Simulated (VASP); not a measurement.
# ZrAg4Se3 (P-43m) in VASP: relaxation of the atoms with PBE

Aim: the relaxation of the atoms of ZrAg4Se3 with PBE.

All numbers are computed with VASP 6.6.1; they aren't measurements. Logs are shortened: lines on timing, memory, paths and dates and some standing lists are left out, and cuts for length are marked.

### 1 The cell of the first run

Symmetry: P-43m, No. 215, cubic system. Conventional cell: a = 5.430 Å, b = 5.430 Å, c = 5.430 Å, α = 90.00°, β = 90.00°, γ = 90.00°. Within 3.6 Å of Zr (site symmetry -43m) lie 6 Se at 2.71 Å and 4 Ag at 3.04 Å. Within 3.5 Å of Ag (site symmetry 3m) lie 3 Se at 2.66 Å and 3 Ag at 2.71 Å and 1 Zr at 3.04 Å. Se (site symmetry -42m) has 4 Ag at 2.66 Å and 2 Zr at 2.71 Å within 3.5 Å.

### 2 Relaxation of the atoms, PBE (20.01 Å³/atom)

The input, INCAR:

```
SYSTEM = ZrAg4Se3
ALGO = Normal
EDIFF = 1E-7
EDIFFG = -0.01
ENCUT = 450
GGA = PE
GGA_COMPAT = .False.
IBRION = 2
ISIF = 2
ISMEAR = 0
LASPH = .True.
LCHARG = .False.
LREAL = .False.
LWAVE = .False.
NELM = 120
NELMIN = 4
NSW = 50
PREC = Accurate
SIGMA = 0.1
```

The input, KPOINTS:

```
k-points
0
Gamma
  6 6 6
  0 0 0
```

The input, POSCAR:

```
ZrAg4Se3
1.0
    5.4296707281      0.0000000000      0.0000000000
    0.0000000000      5.4296707281      0.0000000000
    0.0000000000      0.0000000000      5.4296707281
Zr Ag Se
1 4 3
Direct
    0.0000000000      0.0000000000      0.0000000000
    0.3237547516      0.3237547516      0.3237547516
    0.6762452484      0.6762452484      0.3237547516
    0.3237547516      0.6762452484      0.6762452484
    0.6762452484      0.3237547516      0.6762452484
    0.0000000000      0.5000000000      0.0000000000
    0.0000000000      0.0000000000      0.5000000000
    0.5000000000      0.0000000000      0.0000000000
```

Potentials or basis: VASP PAW PBE potentials, release 64 (Zr_sv, Ag, Se).

The run is started by

```bash
$ cat potpaw_PBE.64/Zr_sv/POTCAR potpaw_PBE.64/Ag/POTCAR potpaw_PBE.64/Se/POTCAR > POTCAR
$ mpirun -np 1 vasp_std > vasp.out
```

OUTCAR:

```text
SYSTEM = ZrAg4Se3
   EDIFF = 1E-7
   EDIFFG = -0.01
   ENCUT = 450
   GGA = PE
   IBRION = 2
   ISIF = 2
   ISMEAR = 0
   LASPH = .True.
   LREAL = .False.
   NELM = 120
   NELMIN = 4
   NSW = 50
   PREC = Accurate

 ion  position               nearest neighbor table
   1  0.000  0.000  0.000-   6 2.71   7 2.71   8 2.71   7 2.71   6 2.71   8 2.71   4 3.04   5 3.04
                             2 3.04   3 3.04
   2  0.324  0.324  0.324-   6 2.66   7 2.66   8 2.66   3 2.71   4 2.71   5 2.71   1 3.04
   3  0.676  0.676  0.324-   6 2.66   7 2.66   8 2.66   2 2.71   4 2.71   5 2.71   1 3.04
   4  0.324  0.676  0.676-   6 2.66   7 2.66   8 2.66   2 2.71   3 2.71   5 2.71   1 3.04
   5  0.676  0.324  0.676-   6 2.66   7 2.66   8 2.66   2 2.71   3 2.71   4 2.71   1 3.04
   6  0.000  0.500  0.000-   2 2.66   3 2.66   4 2.66   5 2.66   1 2.71   1 2.71
   7  0.000  0.000  0.500-   2 2.66   3 2.66   4 2.66   5 2.66   1 2.71   1 2.71
   8  0.500  0.000  0.000-   2 2.66   3 2.66   4 2.66   5 2.66   1 2.71   1 2.71

  LATTYP: Found a simple cubic cell.
 ALAT       =     5.4296707281

  Lattice vectors:

 A1 = (   5.4296707281,   0.0000000000,   0.0000000000)
 A2 = (   0.0000000000,   5.4296707281,   0.0000000000)
 A3 = (   0.0000000000,   0.0000000000,   5.4296707281)

Analysis of symmetry for initial positions (statically):
=====================================================================
 Subroutine PRICEL returns:
 Original cell was already a primitive cell.

 Routine SETGRP: Setting up the symmetry group for a
 simple cubic supercell.

 Subroutine GETGRP returns: Found 24 space group operations
 (whereof 24 operations were pure point group operations)
 out of a pool of 48 trial point group operations.

The static configuration has the point symmetry T_d .

Analysis of symmetry for dynamics (positions and initial velocities):
=====================================================================
 Subroutine PRICEL returns:
 Original cell was already a primitive cell.

 Routine SETGRP: Setting up the symmetry group for a
 simple cubic supercell.

 Subroutine GETGRP returns: Found 24 space group operations
 (whereof 24 operations were pure point group operations)
 out of a pool of 48 trial point group operations.

The dynamic configuration has the point symmetry T_d .
[... 175 lines left out ...]
     0.000000000  0.000000000  5.429670728     0.000000000  0.000000000  0.184173231

 POSITION                                       TOTAL-FORCE (eV/Angst)
 -----------------------------------------------------------------------------------
      0.00000      0.00000      0.00000         0.000000     -0.000000      0.000000
      1.75788      1.75788      1.75788        -0.021361     -0.021361     -0.021361
      3.67179      3.67179      1.75788         0.021361      0.021361     -0.021361
      1.75788      3.67179      3.67179        -0.021361      0.021361      0.021361
      3.67179      1.75788      3.67179         0.021361     -0.021361      0.021361
      0.00000      2.71484      0.00000         0.000000     -0.000000      0.000000
      0.00000      0.00000      2.71484         0.000000     -0.000000      0.000000
      2.71484      0.00000      0.00000        -0.000000     -0.000000      0.000000
 -----------------------------------------------------------------------------------
    total drift:                                0.000000      0.000000      0.000000

  FREE ENERGIE OF THE ION-ELECTRON SYSTEM (eV)
  ---------------------------------------------------
  free  energy   TOTEN  =       -32.4850824111 eV

  energy  without entropy=      -32.4783163699  energy(sigma->0) =      -32.48169939

--------------------------------------- Ionic step        2  -------------------------------------------

 number of electron      73.9999992 magnetization

 Free energy of the ion-electron system (eV)
  ---------------------------------------------------
  ext. energy  EPLUGINS =         0.00000000
  ---------------------------------------------------
  free energy    TOTEN  =       -32.48522912 eV

  energy without entropy =      -32.47853305  energy(sigma->0) =      -32.48188109

 E-fermi :   6.7425     XC(G=0): -10.8932

 val. band max:        6.7375979751   @ k =   0.0000   0.0000   0.0000
 cond. band min:       6.8084290574   @ k =   0.3333   0.0000   0.0000
 fundamental gap:      0.0708310824
 Fermi energy:         6.7424622090

 k-point     1 :       0.0000    0.0000    0.0000
  band No.  band energies     occupation
      1     -43.3458      2.00000
      2     -21.3978      2.00000
      3     -21.3978      2.00000
      4     -21.3978      2.00000
      5      -7.3846      2.00000
      6      -6.5595      2.00000
[... 929 lines left out ...]
     43      10.2989      0.00000
     44      12.5707      0.00000

------------------------ aborting loop because EDIFF is reached ----------------------------------------

  FORCE on cell =-STRESS in cart. coord.  units (eV):
  Direction    XX          YY          ZZ          XY          YZ          ZX
  --------------------------------------------------------------------------------------
  -------------------------------------------------------------------------------------
  Total        9.0098262      9.0098262      9.0098262      0.0000000      0.0000000     -0.0000000
  in kB       90.1792288     90.1792288     90.1792288      0.0000000      0.0000000     -0.0000000
  external PRESSURE =      90.1792288 kB  Pullay stress =       0.0000000 kB

 VOLUME and BASIS-vectors are now :
 -----------------------------------------------------------------------------
  energy-cutoff  :      450.00
  volume of cell :      160.07
      direct lattice vectors                 reciprocal lattice vectors
     5.429670728  0.000000000  0.000000000     0.184173231  0.000000000  0.000000000
     0.000000000  5.429670728  0.000000000     0.000000000  0.184173231  0.000000000
     0.000000000  0.000000000  5.429670728     0.000000000  0.000000000  0.184173231

 POSITION                                       TOTAL-FORCE (eV/Angst)
 -----------------------------------------------------------------------------------
      0.00000      5.42967      0.00000         0.000000     -0.000000      0.000000
      1.75685      1.75685      1.75685        -0.001969     -0.001969     -0.001969
      3.67282      3.67282      1.75685         0.001969      0.001969     -0.001969
      1.75685      3.67282      3.67282        -0.001969      0.001969      0.001969
      3.67282      1.75685      3.67282         0.001969     -0.001969      0.001969
      0.00000      2.71484      0.00000         0.000000     -0.000000      0.000000
      0.00000      5.42967      2.71484         0.000000     -0.000000      0.000000
      2.71484      5.42967      0.00000         0.000000     -0.000000      0.000000
 -----------------------------------------------------------------------------------
    total drift:                                0.000000      0.000000      0.000000

  FREE ENERGIE OF THE ION-ELECTRON SYSTEM (eV)
  ---------------------------------------------------
  free  energy   TOTEN  =       -32.4852291246 eV

  energy  without entropy=      -32.4785330462  energy(sigma->0) =      -32.48188109

 reached required accuracy - stopping structural energy minimisation
```

CONTCAR:

```text
ZrAg4Se3
   1.00000000000000
     5.4296707280999996    0.0000000000000000    0.0000000000000000
     0.0000000000000000    5.4296707280999996    0.0000000000000000
     0.0000000000000000    0.0000000000000000    5.4296707280999996
  Zr              Ag              Se
     1     4     3
Direct
     0.0000000000000000    1.0000000000000000    0.0000000000000000
     0.3235649597380414    0.3235649597380414    0.3235649597380414
     0.6764350402619586    0.6764350402619586    0.3235649597380414
     0.3235649597380414    0.6764350402619586    0.6764350402619586
     0.6764350402619586    0.3235649597380414    0.6764350402619586
     0.0000000000000000    0.5000000000000000    0.0000000000000000
     0.0000000000000000    1.0000000000000000    0.5000000000000000
     0.5000000000000000    1.0000000000000000    0.0000000000000000

  0.00000000E+00  0.00000000E+00  0.00000000E+00
  0.00000000E+00  0.00000000E+00  0.00000000E+00
  0.00000000E+00  0.00000000E+00  0.00000000E+00
  0.00000000E+00  0.00000000E+00  0.00000000E+00
  0.00000000E+00  0.00000000E+00  0.00000000E+00
  0.00000000E+00  0.00000000E+00  0.00000000E+00
  0.00000000E+00  0.00000000E+00  0.00000000E+00
  0.00000000E+00  0.00000000E+00  0.00000000E+00
```

Run time: 2.8 min. Hardware: 1 thread of Intel Xeon 8259CL, shared host; peak memory 0.31 GiB.

Results:

| Property | Result |
| --- | --- |
| Free energy | -32.4852 eV |
| Energy gained by relaxing | 0.0 meV/atom |
| Ionic steps | 2 |
| Pressure after relaxing | 9.0 GPa |
| Largest force after relaxing | 0.003 eV/Å |
| Band gap on the k mesh | zero (bands 37 and 38 overlap by 0.15 eV) |

Forces in eV/Å, atoms in the order of the input:
```
Zr   0.000  0.000  0.000
Ag  -0.002 -0.002 -0.002
Ag   0.002  0.002 -0.002
Ag  -0.002  0.002  0.002
Ag   0.002 -0.002  0.002
Se   0.000  0.000  0.000
Se   0.000  0.000  0.000
Se   0.000  0.000  0.000
```

The path:
| step | energy change (eV) | largest force (eV/Å) | pressure (GPa) |
| --- | --- | --- | --- |
| 1 | 0.0000 | 0.0370 | 9.03 |
| 2 | -0.0001 | 0.0034 | 9.02 |

Final structure:
```yaml
crystal:
  lattice:
    - [5.42967, 0.00000, 0.00000]
    - [0.00000, 5.42967, 0.00000]
    - [0.00000, 0.00000, 5.42967]
  atoms:
    - { symbol: Zr, position: [0.00000, 0.00000, 0.00000] }
    - { symbol: Ag, position: [0.32356, 0.32356, 0.32356] }
    - { symbol: Ag, position: [0.67644, 0.67644, 0.32356] }
    - { symbol: Ag, position: [0.32356, 0.67644, 0.67644] }
    - { symbol: Ag, position: [0.67644, 0.32356, 0.67644] }
    - { symbol: Se, position: [0.00000, 0.50000, 0.00000] }
    - { symbol: Se, position: [0.00000, 0.00000, 0.50000] }
    - { symbol: Se, position: [0.50000, 0.00000, 0.00000] }
```

The gap in the log of VASP goes by the Fermi energy; the results here count the filled bands.